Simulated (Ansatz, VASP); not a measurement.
MgO: VASP beside Ansatz

INCAR

```
SYSTEM = MgO
PREC = Accurate ; ENCUT = 520
EDIFF = 1E-6 ; ISMEAR = 0
SIGMA = 0.05 ; LREAL = .False.
LASPH = .True. ; NELM = 80
ALGO = Normal ; ISIF = 2
LWAVE = .False. ; LCHARG = .True.
GGA = PE ; LELF = .True.
LVHAR = .True. ; NBANDS = 16
```

Contents of KPOINTS:

```
regular mesh
0
Gamma
  8 8 6
  0 0 0
```

Contents of POSCAR:

```
MgO
1.0
    0.0000000000     -2.1351500000     -2.1351500000
    0.0000000000      2.1351500000     -2.1351500000
    4.2703000000      0.0000000000      0.0000000000
Mg O
2 2
Direct
    0.5000000000      0.5000000000      0.4974732336
    0.0000000000      0.0000000000      0.0025267664
    0.5000000000      0.5000000000     -0.0210758026
    0.0000000000      0.0000000000      0.5210758026
```

Input for Ansatz:

```yaml
crystal:
  lattice:
    - [0.0, -2.13515, -2.13515]
    - [0.0, 2.13515, -2.13515]
    - [4.2703, 0.0, 0.0]
  atoms:
    - { symbol: Mg, position: [0.5, 0.5, 0.4974732336] }
    - { symbol: Mg, position: [0.0, 0.0, 0.0025267664] }
    - { symbol: O, position: [0.5, 0.5, -0.0210758026] }
    - { symbol: O, position: [0.0, 0.0, 0.5210758026] }
basis:
  ecutwfc: 420
kpoints:
  mp_grid: { grid: [8, 8, 6] }
hamiltonian:
  xc: pbe
scf:
  occupations: { method: gaussian, width: 0.05 }
output:
  forces: true
  stress: true
  eigenvalues: true
```

Change from the starting cell: mode 12 (519.3 1/cm) frozen in, largest displacement +0.090 Å.

Alike in both runs: task single point; functional PBE; k mesh 8 × 8 × 6; occupations gaussian, width 0.05 eV; no spin polarisation.

|  | VASP | Ansatz |
| --- | --- | --- |
| version | VASP 6.6.1 | Ansatz 0.2.0 |
| potentials or method | VASP PAW PBE potentials, release 64 (Mg, O), cutoff 520 eV | scalar-relativistic, plane waves, PAW |
| valence electrons in the cell | 16 | 32 |

Ansatz gave:

```
gap on the k mesh at the Fermi level (eV)                     : 4.21
least direct gap on the mesh (eV)                             : 4.21
pressure (GPa)                                                : -0.9
traceless stress, the component that is largest in VASP (GPa) : 0.59
rms of the force components (eV/Å)                            : 0.598
```

Question: Estimate VASP's values.

Answer: gap on the k mesh at the Fermi level (eV): 4.20; least direct gap on the mesh (eV): 4.20; pressure (GPa): -1.7; traceless stress, the component that is largest in VASP (GPa): 0.59; rms of the force components (eV/Å): 0.606.

Atom by atom the forces differ by 0.007 eV/Å (rms over components). With one functional, cell and mesh, what is left measures potentials, basis and numerics. VASP's potentials hold 16 valence electrons a cell and Ansatz's 32, so a difference there can come from the potentials and not from the codes.
